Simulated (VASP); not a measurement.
# Sr2H4OsO6 (I4/mmm) in VASP: single point with r2SCAN

Aim: the single point of Sr2H4OsO6 with r2SCAN.

Everything below comes from runs of VASP 6.6.1. Logs are shortened: lines on timing, memory, paths and dates and some standing lists are left out, and cuts for length are marked.

## 1. The cell of the first run

It takes space group I4/mmm (No. 139, tetragonal). Conventional cell: a = 5.539 Å, b = 5.539 Å, c = 9.339 Å, α = 90.00°, β = 90.00°, γ = 90.00°. Within 2.3 Å of Os (site symmetry 4/mmm) lie 6 O at 1.73 to 1.97 Å. Within 3.7 Å of Sr (site symmetry -4m2) lie 12 O at 2.83 to 3.05 Å and 8 H at 3.20 Å and 4 Os at 3.62 Å. Within 2.3 Å of O (site symmetry 4mm) lie 1 Os at 1.73 Å. O (site symmetry m2m) has 1 H at 0.96 Å within 1.3 Å. Within 1.3 Å of H (site symmetry m2m) lie 1 O at 0.96 Å.

## 2. Single point, r2SCAN

POSCAR

```
Sr2H4OsO6
1.0
    0.0000000000      5.5392810000      0.0000000000
    5.5392810000      0.0000000000      0.0000000000
    2.7696400000      2.7696400000     -4.6694540000
Os Sr O H
1 2 6 4
Direct
    0.5000000000      0.5000000000      0.0000000000
    0.2500000000      0.7500000000      0.5000000000
    0.7500000000      0.2500000000      0.5000000000
    0.3147000000      0.3147000000      0.3706000000
    0.6853000000      0.6853000000      0.6294000000
    0.7520000000      0.7520000000      0.0000000000
    0.7520000000      0.2480000000      0.0000000000
    0.2480000000      0.2480000000      0.0000000000
    0.2480000000      0.7520000000      0.0000000000
    0.8747970000      0.8747970000      0.0000000000
    0.8747970000      0.1252030000      0.0000000000
    0.1252030000      0.1252030000      0.0000000000
    0.1252030000      0.8747970000      0.0000000000
```

INCAR.step1

```
SYSTEM = Sr2H4OsO6
  PREC = Accurate
  ENCUT = 660
  ISMEAR = -1
  SIGMA = 0.1
  LREAL = .False.
  LASPH = .True.
  NELM = 120
  NBANDS = 46
  GGA = PE
  ALGO = Normal
  EDIFF = 1E-5
  LWAVE = .True.
  LCHARG = .False.
  GGA_COMPAT = .False.
```

INCAR.step2

```
SYSTEM = Sr2H4OsO6
  PREC = Accurate
  ENCUT = 660
  EDIFF = 1E-6
  ISMEAR = -1
  SIGMA = 0.1
  LREAL = .False.
  LASPH = .True.
  NELM = 120
  ALGO = Normal
  ISIF = 2
  LWAVE = .False.
  LCHARG = .True.
  METAGGA = R2SCAN
  LMIXTAU = .True.
  LELF = .True.
  LVHAR = .True.
  NBANDS = 46
  ISTART = 1
  GGA_COMPAT = .False.
```

KPOINTS

```
regular mesh
0
Gamma
  7 7 7
  0 0 0
```

Potentials or basis: VASP PAW PBE potentials, release 64 (Os, Sr_sv, O, H).

Launch:

```sh
> cat potpaw_PBE.64/Os/POTCAR potpaw_PBE.64/Sr_sv/POTCAR potpaw_PBE.64/O/POTCAR potpaw_PBE.64/H/POTCAR > POTCAR
> cp INCAR.step1 INCAR
> mpirun -np 1 vasp_std > vasp.out
> cp INCAR.step2 INCAR
> mpirun -np 1 vasp_std > vasp.out
```

OUTCAR:

```text
SYSTEM = Sr2H4OsO6
   PREC = Accurate
   ENCUT = 660
   EDIFF = 1E-6
   ISMEAR = -1
   LREAL = .False.
   LASPH = .True.
   NELM = 120
   ISIF = 2
   METAGGA = R2SCAN
   ISTART = 1

 ion  position               nearest neighbor table
   1  0.500  0.500  0.000-   4 1.73   5 1.73   6 1.97   7 1.97   8 1.97   9 1.97   2 3.62   3 3.62
                             2 3.62   3 3.62   2 3.62   3 3.62   2 3.62   3 3.62
   2  0.250  0.750  0.500-   4 2.83   5 2.83   4 2.83   5 2.83   9 3.05   9 3.05   6 3.05   8 3.05
                             8 3.05   6 3.05   7 3.05   7 3.05   1 3.62   1 3.62   1 3.62   1 3.62
   3  0.750  0.250  0.500-   4 2.83   5 2.83   4 2.83   5 2.83   7 3.05   7 3.05   8 3.05   6 3.05
                             6 3.05   8 3.05   9 3.05   9 3.05   1 3.62   1 3.62   1 3.62   1 3.62
   4  0.315  0.315  0.371-   1 1.73   2 2.83   3 2.83   2 2.83   3 2.83
   5  0.685  0.685  0.629-   1 1.73   2 2.83   3 2.83   3 2.83   2 2.83
   6  0.752  0.752  0.000-  10 0.96   1 1.97   2 3.05   3 3.05   3 3.05   2 3.05
   7  0.752  0.248  0.000-  11 0.96   1 1.97   3 3.05   3 3.05   2 3.05   2 3.05
   8  0.248  0.248  0.000-  12 0.96   1 1.97   3 3.05   2 3.05   3 3.05   2 3.05
   9  0.248  0.752  0.000-  13 0.96   1 1.97   2 3.05   2 3.05   3 3.05   3 3.05
  10  0.875  0.875  0.000-   6 0.96
  11  0.875  0.125  0.000-   7 0.96
  12  0.125  0.125  0.000-   8 0.96
  13  0.125  0.875  0.000-   9 0.96

  LATTYP: Found a body centered tetragonal cell.
 ALAT       =     5.5392810000
 C/A-ratio  =     1.6859422730

  Lattice vectors:

 A1 = (  -2.7696400000,   2.7696410000,   4.6694540000)
 A2 = (   2.7696410000,  -2.7696400000,   4.6694540000)
 A3 = (   2.7696400000,   2.7696400000,  -4.6694540000)

Analysis of symmetry for initial positions (statically):
=====================================================================
 Subroutine PRICEL returns:
 Original cell was already a primitive cell.

 Routine SETGRP: Setting up the symmetry group for a
 body centered tetragonal supercell.

 Subroutine GETGRP returns: Found 16 space group operations
 (whereof 16 operations were pure point group operations)
 out of a pool of 16 trial point group operations.

The static configuration has the point symmetry D_4h.

Analysis of symmetry for dynamics (positions and initial velocities):
=====================================================================
 Subroutine PRICEL returns:
 Original cell was already a primitive cell.

 Routine SETGRP: Setting up the symmetry group for a
 body centered tetragonal supercell.

 Subroutine GETGRP returns: Found 16 space group operations
[... 135 lines left out ...]
   PSTRESS=    0.0 pullay stress
   NELECT =      68.0000    total number of electrons
   NUPDOWN=      -1.0000    fix difference up-down
   EMIN   =  10.00;   EMAX   =-10.00  energy-range for DOS
   EFERMI =   0.00;   METHOD = LEGACY
   ISMEAR =    -1;   SIGMA  =   0.10  broadening in eV -4-tet -1-fermi 0-gaus
   EFERMI_NEDOS =   21; number of points for ismear=-14 and -15
   IALGO  =     38    algorithm
   IMIX   =      4    mixing-type and parameters
     AMIX     =   0.40;   BMIX     =  1.00
     AMIX_MAG =   1.60;   BMIX_MAG =  1.00
  volume/ion in A,a.u.               =      11.02        74.37
  Fermi-wavevector in a.u.,A,eV,Ry     =   1.276988  2.413158 22.187000  1.630699
  Thomas-Fermi vector in A             =   2.409613
   LORBIT       =      0    0 simple, 1 ext, 2 COOP (PROOUT), +10 PAW based schemes
   METAGGA = R2SCAN    functional components
   LHFCALC =     F    Hartree Fock is set to
   AEXX    =    0.0000 exact exchange contribution
   IVDW    =     0    specifies the selected vdW correction
   LEPSILON=     F    determine dielectric tensor
   LRPA    =     F    only Hartree local field effects (RPA)
 non-spin polarized calculation
  energy-cutoff  :      660.00
  volume of cell :      143.28
 maximum number of plane-waves:      5542
   NGX = 23   NGY = 23   NGZ = 25

 number of electron      67.9999996 magnetization

 Free energy of the ion-electron system (eV)
  ---------------------------------------------------
  ext. energy  EPLUGINS =         0.00000000
  ---------------------------------------------------
  free energy    TOTEN  =      -147.91564798 eV

  energy without entropy =     -147.71678924  energy(sigma->0) =     -147.81621861

 E-fermi :   4.5009     XC(G=0): -10.5808

 val. band max:        4.4956798756   @ k =   0.2857   0.0000   0.0000
 cond. band min:       4.5039978540   @ k =   0.4286   0.4286   0.1429
 fundamental gap:      0.0083179784
 Fermi energy:         4.5009146906

 k-point     1 :       0.0000    0.0000    0.0000
  band No.  band energies     occupation
      1     -33.4445      2.00000
      2     -33.4117      2.00000
      3     -18.7774      2.00000
      4     -17.6442      2.00000
      5     -17.6442      2.00000
      6     -17.5379      2.00000
[... 1165 lines left out ...]
     45       9.5751      0.00000
     46       9.7565      0.00000

 [... further k-points ...]
[... 5 lines left out ...]
  --------------------------------------------------------------------------------------
  -------------------------------------------------------------------------------------
  Total       10.1393314     10.1393314     13.6676492      0.0000000      0.0000015      0.0000015
  in kB      113.3827553    113.3827553    152.8380577      0.0000000      0.0000164      0.0000164
  external PRESSURE =     126.5345227 kB  Pullay stress =       0.0000000 kB

 VOLUME and BASIS-vectors are now :
 -----------------------------------------------------------------------------
  energy-cutoff  :      660.00
  volume of cell :      143.28
      direct lattice vectors                 reciprocal lattice vectors
     0.000000000  5.539281000  0.000000000     0.000000000  0.180528845  0.107078881
     5.539281000  0.000000000  0.000000000     0.180528845  0.000000000  0.107078881
     2.769640000  2.769640000 -4.669454000     0.000000000  0.000000000 -0.214157801

 POSITION                                       TOTAL-FORCE (eV/Angst)
 -----------------------------------------------------------------------------------
      2.76964      2.76964      0.00000         0.000000     -0.000000     -0.000000
      5.53928      2.76964     -2.33473         0.000000     -0.000000     -0.000000
      2.76964      5.53928     -2.33473         0.000000     -0.000000     -0.000000
      2.76964      2.76964     -1.73050        -0.000001     -0.000001     -7.821958
      5.53928      5.53928     -2.93895         0.000001      0.000001      7.821958
      4.16554      4.16554      0.00000         0.163047      0.163047     -0.000000
      1.37374      4.16554      0.00000        -0.163047      0.163047     -0.000000
      1.37374      1.37374      0.00000        -0.163047     -0.163047     -0.000000
      4.16554      1.37374      0.00000         0.163047     -0.163047      0.000000
      4.84575      4.84575      0.00000         0.173213      0.173213     -0.000000
      0.69353      4.84575      0.00000        -0.173213      0.173213      0.000000
      0.69353      0.69353      0.00000        -0.173213     -0.173213      0.000000
      4.84575      0.69353      0.00000         0.173213     -0.173213     -0.000000
 -----------------------------------------------------------------------------------
    total drift:                                0.000000      0.000000     -0.000000

  FREE ENERGIE OF THE ION-ELECTRON SYSTEM (eV)
  ---------------------------------------------------
  free  energy   TOTEN  =      -147.9156479786 eV

  energy  without entropy=     -147.7167892418  energy(sigma->0) =     -147.81621861
```

It took 53 min on 1 thread of Intel Xeon 8259CL, shared host; peak memory 0.6 GiB.

Results:

```
Free energy            : -147.9156 eV
Pressure               : 12.7 GPa
Largest force          : 7.822 eV/Å
Band gap on the k mesh : zero (bands 34 and 35 overlap by 0.48 eV)
```

Forces in eV/Å, atoms in the order of the input:
```
Os   0.000  0.000  0.000
Sr   0.000  0.000  0.000
Sr   0.000  0.000  0.000
O    0.000  0.000 -7.822
O    0.000  0.000  7.822
O    0.163  0.163  0.000
O   -0.163  0.163  0.000
O   -0.163 -0.163  0.000
O    0.163 -0.163  0.000
H    0.173  0.173  0.000
H   -0.173  0.173  0.000
H   -0.173 -0.173  0.000
H    0.173 -0.173  0.000
```

Caveat: the cell stands under pressure; the PAW data sets were made with another functional, which shifts forces and pressure a little; spin-orbit coupling is left out, which moves the levels of the heavy elements.
